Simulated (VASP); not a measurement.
# AlP (F-43m) in VASP: a series of runs

AlP is run at these levels: PBE; tasks: single point.

All numbers are computed with VASP 6.6.1; they aren't measurements. Logs are shortened: lines on timing, memory, paths and dates and some standing lists are left out, and cuts for length are marked.

### 1 The cell of the first run

It takes space group F-43m (No. 216, cubic). The conventional cell has a = 5.508 Å, b = 5.508 Å, c = 5.508 Å, α = 90.00°, β = 90.00°, γ = 90.00°. Within 3.2 Å of Al (site symmetry -43m) lie 4 P at 2.38 Å. P (site symmetry -43m) has 4 Al at 2.38 Å within 3.2 Å.

### 2 Single point, PBE

INCAR

```
SYSTEM = AlP
PREC = Accurate ; ENCUT = 500
EDIFF = 1E-6 ; ISMEAR = 0
SIGMA = 0.01 ; LREAL = .FALSE.
LASPH = .TRUE. ; NELM = 120
ALGO = Normal ; ISIF = 2
LWAVE = .FALSE. ; LCHARG = .TRUE.
GGA = PE ; LELF = .TRUE.
LVHAR = .TRUE. ; NBANDS = 11
GGA_COMPAT = .FALSE.
```

KPOINTS

```
regular mesh
0
G
  8 8 8
  0 0 0
```

POSCAR

```
AlP
1.0
    0.0000000000      2.7538283603      2.7538283603
    2.7538283603      0.0000000000      2.7538283603
    2.7538283603      2.7538283603      0.0000000000
Al P
1 1
Direct
    0.0000000000      0.0000000000      0.0000000000
    0.7500000000      0.7500000000      0.7500000000
```

Potentials or basis: VASP PAW PBE potentials, release 64 (Al, P).

The run is started by

```
cat potpaw_PBE.64/Al/POTCAR potpaw_PBE.64/P/POTCAR > POTCAR
mpirun -np 1 vasp_std > vasp.out
```

OUTCAR:

```text
SYSTEM = AlP
   PREC = Accurate
   ENCUT = 500
   EDIFF = 1E-6
   ISMEAR = 0
   LREAL = .FALSE.
   LASPH = .TRUE.
   NELM = 120
   ISIF = 2
   GGA = PE

 ion  position               nearest neighbor table
   1  0.000  0.000  0.000-   2 2.38   2 2.38   2 2.38   2 2.38
   2  0.750  0.750  0.750-   1 2.38   1 2.38   1 2.38   1 2.38

  LATTYP: Found a face centered cubic cell.
 ALAT       =     5.5076567206

  Lattice vectors:

 A1 = (   0.0000000000,   2.7538283603,   2.7538283603)
 A2 = (   2.7538283603,   0.0000000000,   2.7538283603)
 A3 = (   2.7538283603,   2.7538283603,   0.0000000000)

Analysis of symmetry for initial positions (statically):
=====================================================================
 Subroutine PRICEL returns:
 Original cell was already a primitive cell.

 Routine SETGRP: Setting up the symmetry group for a
 face centered cubic supercell.

 Subroutine GETGRP returns: Found 24 space group operations
 (whereof 24 operations were pure point group operations)
 out of a pool of 48 trial point group operations.

The static configuration has the point symmetry T_d .

Analysis of symmetry for dynamics (positions and initial velocities):
=====================================================================
 Subroutine PRICEL returns:
 Original cell was already a primitive cell.

 Routine SETGRP: Setting up the symmetry group for a
 face centered cubic supercell.

 Subroutine GETGRP returns: Found 24 space group operations
 (whereof 24 operations were pure point group operations)
 out of a pool of 48 trial point group operations.

The dynamic configuration has the point symmetry T_d .

 Subroutine INISYM returns: Found 24 space group operations
 (whereof 24 operations are pure point group operations),
 and found     1 'primitive' translations

----------------------------------------------------------------------------------------

                                     Primitive cell

  volume of cell :      41.7677

  direct lattice vectors                    reciprocal lattice vectors
     0.000000000  2.753828360  2.753828360    -0.181565419  0.181565419  0.181565419
     2.753828360  0.000000000  2.753828360     0.181565419 -0.181565419  0.181565419
     2.753828360  2.753828360  0.000000000     0.181565419  0.181565419 -0.181565419

  length of vectors
     3.894501416  3.894501416  3.894501416     0.314480531  0.314480531  0.314480531

  position of ions in fractional coordinates (direct lattice)
     0.000000000  0.000000000  0.000000000
     0.750000000  0.750000000  0.750000000

  ion indices of the primitive-cell ions
   primitive index   ion index
                 1           1
                 2           2

----------------------------------------------------------------------------------------

 KPOINTS: regular mesh

Automatic generation of k-mesh.
 Grid dimensions read from file:
 generate k-points for:    8    8    8

 Generating k-lattice:

  Cartesian coordinates                     Fractional coordinates (reciprocal lattice)
    -0.022695677  0.022695677  0.022695677     0.125000000  0.000000000  0.000000000
     0.022695677 -0.022695677  0.022695677     0.000000000  0.125000000  0.000000000
     0.022695677  0.022695677 -0.022695677     0.000000000  0.000000000  0.125000000

  Length of vectors
     0.039310066  0.039310066  0.039310066

  Shift w.r.t. Gamma in fractional coordinates (k-lattice)
     0.000000000  0.000000000  0.000000000

 Subroutine IBZKPT returns following result:
 ===========================================

 Found     29 irreducible k-points:

 Following reciprocal coordinates:
            Coordinates               Weight
  0.000000  0.000000  0.000000      1.000000
  0.125000  0.000000  0.000000      8.000000
  0.250000  0.000000  0.000000      8.000000
  0.375000  0.000000  0.000000      8.000000
  0.500000  0.000000  0.000000      4.000000
  0.125000  0.125000  0.000000      6.000000
[... 16 lines left out ...]
  0.500000  0.250000  0.125000     48.000000
 -0.375000  0.250000  0.125000     24.000000
 [... further k-points ...]
   k-points           NKPTS =     29   k-points in BZ     NKDIM =     29   number of bands    NBANDS=     11
   number of dos      NEDOS =    301   number of ions     NIONS =      2
   total plane-waves  NPLWV =  21952
   dimension x,y,z NGX =    28 NGY =   28 NGZ =   28
   dimension x,y,z NGXF=    56 NGYF=   56 NGZF=   56
   ions per type =               1   1
   NGX,Y,Z   is equivalent  to a cutoff of  11.95, 11.95, 11.95 a.u.
   NGXF,Y,Z  is equivalent  to a cutoff of  23.90, 23.90, 23.90 a.u.
 SYSTEM =  AlP
   PREC   = accura    normal or accurate (medium, high low for compatibility)
   ISTART =      0    job   : 0-new  1-cont  2-samecut
   ICHARG =      2    charge: 1-file 2-atom 10-const
   ISPIN  =      1    spin polarized calculation?
   LNONCOLLINEAR =      F non collinear calculations
   LSORBIT =      F    spin-orbit coupling
   LASPH  =      T    aspherical Exc in radial PAW
   ENCUT  =  500.0 eV  36.75 Ry    6.06 a.u.   7.10  7.10  7.10*2*pi/ulx,y,z
   NELM   =    120;   NELMIN=  2; NELMDL= -5     # of ELM steps
   EDIFF  = 0.1E-05   stopping-criterion for ELM
   LREAL  =      F    real-space projection
   EDIFFG = 0.1E-04   stopping-criterion for IOM
   NSW    =      0    number of steps for IOM
   IBRION =     -1    ionic relax: 0-MD 1-quasi-New 2-CG
   NFREE  =      0    steps in history (QN), initial steepest desc. (CG)
   ISIF   =      2    stress and relaxation
   ISYM   =      2    0-nonsym 1-usesym 2-fastsym
   POTIM  = 0.5000    time-step for ionic-motion
   TEBEG  =    0.0;   TEEND  =   0.0 temperature during run
   PSTRESS=    0.0 pullay stress
   NELECT =       8.0000    total number of electrons
   NUPDOWN=      -1.0000    fix difference up-down
   EMIN   =  10.00;   EMAX   =-10.00  energy-range for DOS
   EFERMI =   0.00;   METHOD = LEGACY
   ISMEAR =     0;   SIGMA  =   0.01  broadening in eV -4-tet -1-fermi 0-gaus
   EFERMI_NEDOS =   21; number of points for ismear=-14 and -15
   IALGO  =     38    algorithm
   IMIX   =      4    mixing-type and parameters
     AMIX     =   0.40;   BMIX     =  1.00
     AMIX_MAG =   1.60;   BMIX_MAG =  1.00
  volume/ion in A,a.u.               =      20.88       140.93
  Fermi-wavevector in a.u.,A,eV,Ry     =   0.943680  1.783296 12.116416  0.890531
  Thomas-Fermi vector in A             =   2.071411
   LORBIT       =      0    0 simple, 1 ext, 2 COOP (PROOUT), +10 PAW based schemes
   GGA     = PE    functional components
   LHFCALC =     F    Hartree Fock is set to
   AEXX    =    0.0000 exact exchange contribution
   IVDW    =     0    specifies the selected vdW correction
   LEPSILON=     F    determine dielectric tensor
   LRPA    =     F    only Hartree local field effects (RPA)
 non-spin polarized calculation
 Gauss-broadening in eV      SIGMA  =   0.01
  energy-cutoff  :      500.00
  volume of cell :       41.77
 maximum number of plane-waves:      1069
   NGX = 15   NGY = 15   NGZ = 15

 number of electron       8.0000001 magnetization

 Free energy of the ion-electron system (eV)
  ---------------------------------------------------
  ext. energy  EPLUGINS =         0.00000000
  ---------------------------------------------------
  free energy    TOTEN  =       -10.37677051 eV

  energy without entropy =      -10.37677051  energy(sigma->0) =      -10.37677051

 E-fermi :   4.4602     XC(G=0):  -9.1079

 val. band max:        4.3444572283   @ k =   0.0000   0.0000   0.0000
 cond. band min:       5.9743950099   @ k =   0.5000   0.5000   0.0000
 fundamental gap:      1.6299377816
 Fermi energy:         4.4601584503

 k-point     1 :       0.0000    0.0000    0.0000
  band No.  band energies     occupation
      1      -7.0133      2.00000
      2       4.3445      2.00000
      3       4.3445      2.00000
      4       4.3445      2.00000
      5       7.4281      0.00000
      6       8.8693      0.00000
      7       8.8693      0.00000
      8       8.8693      0.00000
      9      13.1493      0.00000
     10      13.1493      0.00000
     11      14.4549      0.00000

 k-point     2 :       0.1250    0.0000    0.0000
  band No.  band energies     occupation
      1      -6.8460      2.00000
      2       3.1294      2.00000
      3       4.1999      2.00000
      4       4.1999      2.00000
      5       7.9017      0.00000
      6       9.1460      0.00000
      7       9.1460      0.00000
      8       9.3333      0.00000
      9      12.6708      0.00000
     10      12.6708      0.00000
     11      15.1061      0.00000

 k-point     3 :       0.2500    0.0000    0.0000
  band No.  band energies     occupation
      1      -6.3765      2.00000
      2       1.2174      2.00000
      3       3.9118      2.00000
      4       3.9118      2.00000
      5       7.5664      0.00000
      6       9.4561      0.00000
      7       9.4561      0.00000
      8      11.1141      0.00000
      9      12.6408      0.00000
     10      12.6408      0.00000
     11      14.6179      0.00000

 k-point     4 :       0.3750    0.0000    0.0000
  band No.  band energies     occupation
      1      -5.7495      2.00000
      2      -0.3811      2.00000
      3       3.6805      2.00000
      4       3.6805      2.00000
      5       7.1967      0.00000
      6       9.2903      0.00000
      7       9.2903      0.00000
      8      12.4042      0.00000
      9      13.9925      0.00000
     10      13.9925      0.00000
     11      14.8131      0.00000
[... 239 lines left out ...]
 k-point    22 :       0.3750    0.2500    0.1250
  band No.  band energies     occupation
      1      -5.9797      2.00000
      2       0.8846      2.00000
      3       2.5018      2.00000
      4       3.4527      2.00000
      5       8.1750      0.00000
      6       9.0777      0.00000
      7       9.7633      0.00000
      8      11.0706      0.00000
      9      12.5996      0.00000
     10      15.0136      0.00000
     11      17.0738      0.00000

 k-point    23 :       0.5000    0.2500    0.1250
  band No.  band energies     occupation
      1      -5.4070      2.00000
      2      -0.1919      2.00000
      3       1.9453      2.00000
      4       3.0824      2.00000
      5       8.2695      0.00000
      6       9.0922      0.00000
      7      10.3139      0.00000
      8      11.3762      0.00000
      9      13.7109      0.00000
     10      15.5399      0.00000
     11      17.0360      0.00000

 k-point    24 :      -0.3750    0.2500    0.1250
  band No.  band energies     occupation
      1      -5.0967      2.00000
      2      -0.7284      2.00000
      3       1.8101      2.00000
      4       2.9017      2.00000
      5       8.2633      0.00000
      6       8.8409      0.00000
      7      11.1491      0.00000
      8      11.9642      0.00000
      9      13.2274      0.00000
     10      15.6984      0.00000
     11      16.9035      0.00000

 [... further k-points ...]

------------------------ aborting loop because EDIFF is reached ----------------------------------------

  FORCE on cell =-STRESS in cart. coord.  units (eV):
  Direction    XX          YY          ZZ          XY          YZ          ZX
  --------------------------------------------------------------------------------------
  -------------------------------------------------------------------------------------
  Total       -0.0224809     -0.0224809     -0.0224809     -0.0000000     -0.0000000      0.0000000
  in kB       -0.8623483     -0.8623483     -0.8623483     -0.0000000     -0.0000000      0.0000000
  external PRESSURE =      -0.8623483 kB  Pullay stress =       0.0000000 kB

 VOLUME and BASIS-vectors are now :
 -----------------------------------------------------------------------------
  energy-cutoff  :      500.00
  volume of cell :       41.77
      direct lattice vectors                 reciprocal lattice vectors
     0.000000000  2.753828360  2.753828360    -0.181565419  0.181565419  0.181565419
     2.753828360  0.000000000  2.753828360     0.181565419 -0.181565419  0.181565419
     2.753828360  2.753828360  0.000000000     0.181565419  0.181565419 -0.181565419

 POSITION                                       TOTAL-FORCE (eV/Angst)
 -----------------------------------------------------------------------------------
      0.00000      0.00000      0.00000         0.000000      0.000000      0.000000
      4.13074      4.13074      4.13074        -0.000000     -0.000000     -0.000000
 -----------------------------------------------------------------------------------
    total drift:                                0.000000      0.000000      0.000000

  FREE ENERGIE OF THE ION-ELECTRON SYSTEM (eV)
  ---------------------------------------------------
  free  energy   TOTEN  =       -10.3767705106 eV

  energy  without entropy=      -10.3767705106  energy(sigma->0) =      -10.37677051
```

It took 14 s on 1 thread of Intel Xeon 6975P-C, shared host; peak memory 0.15 GiB.

What came out:

```
Free energy            : -10.3768 eV
Pressure               : -0.1 GPa
Band gap on the k mesh : 1.63 eV, indirect (least direct gap 3.08 eV)
```

Levels at points of the mesh, in eV from the valence-band top:
```tsv
k point	band 2	band 3	band 4	band 5	band 6	band 7
(0.00, 0.00, 0.00)	0.00	0.00	0.00	3.08	4.52	4.52
(0.50, 0.00, 0.00)	-5.41	-0.75	-0.75	2.72	4.81	4.81
(0.50, 0.50, 0.00)	-5.22	-2.05	-2.05	1.63	2.47	10.85
```

A k mesh can miss the band edges. PBE gaps usually lie below the measured ones, often by a third to a half.

### 3 Single point, PBE (volume scaled by 1.03)

INCAR

```
PREC = Accurate
ENCUT = 500
EDIFF = 1E-6
ISMEAR = 0
SIGMA = 0.02
LREAL = F
LASPH = T
NELM = 120
ALGO = Normal
ISIF = 2
LWAVE = F
LCHARG = F
GGA = PE
NBANDS = 11
GGA_COMPAT = F
```

KPOINTS

```
Automatic mesh
0
Gamma
  8 8 8
```

POSCAR

```
AlP
1.0
    0.0000000000      2.7810957610      2.7810957610
    2.7810957610      0.0000000000      2.7810957610
    2.7810957610      2.7810957610      0.0000000000
Al P
1 1
Direct
    0.0000000000      0.0000000000      0.0000000000
    0.7500000000      0.7500000000      0.7500000000
```

Potentials or basis: VASP PAW PBE potentials, release 64 (Al, P).

The run is started by

```
cat potpaw_PBE.64/Al/POTCAR potpaw_PBE.64/P/POTCAR > POTCAR
mpirun -np 1 vasp_std > vasp.out
```

Run time: 15 s. Hardware: 1 thread of Intel Xeon Platinum 8259CL at 2.50GHz (Skylake/Cascade Lake), shared host; peak memory 0.16 GiB.

It converged, with:

```yaml
Free_energy: -10.3670 eV
Pressure: -2.4 GPa
Band_gap_on_the_k_mesh: 1.68 eV, indirect (least direct gap 2.83 eV)
```

Levels at points of the mesh, in eV from the valence-band top:
| k point | band 1 | band 2 | band 3 | band 4 | band 5 | band 6 | band 7 | band 8 | band 9 |
| --- | --- | --- | --- | --- | --- | --- | --- | --- | --- |
| (0.00, 0.00, 0.00) | -11.20 | 0.00 | 0.00 | 0.00 | 2.83 | 4.48 | 4.48 | 4.48 | 8.77 |
| (0.50, 0.00, 0.00) | -9.65 | -5.29 | -0.73 | -0.73 | 2.61 | 4.80 | 4.80 | 8.12 | 11.35 |
| (0.50, 0.50, 0.00) | -9.04 | -5.12 | -1.99 | -1.99 | 1.68 | 2.48 | 10.60 | 10.60 | 11.46 |

 A k mesh can miss the band edges.
